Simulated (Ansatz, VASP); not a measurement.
# Cd in VASP and in Ansatz

The input INCAR:

```
SYSTEM = Cd
  ALGO = Normal
  EDIFF = 1E-6
  ENCUT = 520
  GGA = PE
  ISIF = 2
  ISMEAR = -1
  LASPH = .True.
  LCHARG = .False.
  LREAL = .False.
  LWAVE = .False.
  NBANDS = 12
  NELM = 100
  PREC = Accurate
  SIGMA = 0.03
```

Contents of KPOINTS:

```
k-points
0
Gamma
  14 14 14
  0 0 0
```

The input POSCAR:

```
Cd
1.0
    0.0000000000      2.2039936252      2.2039936252
    2.2039936252      0.0000000000      2.2039936252
    2.2039936252      2.2039936252      0.0000000000
Cd
1
Direct
    0.0000000000      0.0000000000      0.0000000000
```

Input for Ansatz:

```yaml
crystal:
  lattice:
    - [0.0, 2.2039936252, 2.2039936252]
    - [2.2039936252, 0.0, 2.2039936252]
    - [2.2039936252, 2.2039936252, 0.0]
  atoms:
    - { symbol: Cd, position: [0.0, 0.0, 0.0] }
kpoints:
  mp_grid: { grid: [14, 14, 14] }
scf:
  occupations: { method: fermi_dirac, width: 0.03 }
hamiltonian:
  xc: pbe
  pseudopotentials: { kind: all_electron, lapw: { basis_error: 0.001 } }
output:
  forces: true
  stress: true
  eigenvalues: true
```

Change from the starting cell: volume scaled by 0.9405.

Alike in both runs: task single point; functional PBE; k mesh 14 × 14 × 14; occupations fermi-dirac, width 0.03 eV; no spin polarisation.

|  | VASP | Ansatz |
| --- | --- | --- |
| version | VASP 6.6.1 | Ansatz 0.2.0 |
| potentials or method | VASP PAW PBE potentials, release 64 (Cd), cutoff 520 eV | all-electron LAPW, scalar-relativistic |

VASP gave:

| Item | Value |
| --- | --- |
| pressure (GPa) | 3.6 |

Problem. Estimate Ansatz's values.

Solution. Pressure (GPa): 3.2.

Ansatz ran all-electron here, and VASP with PAW potentials.
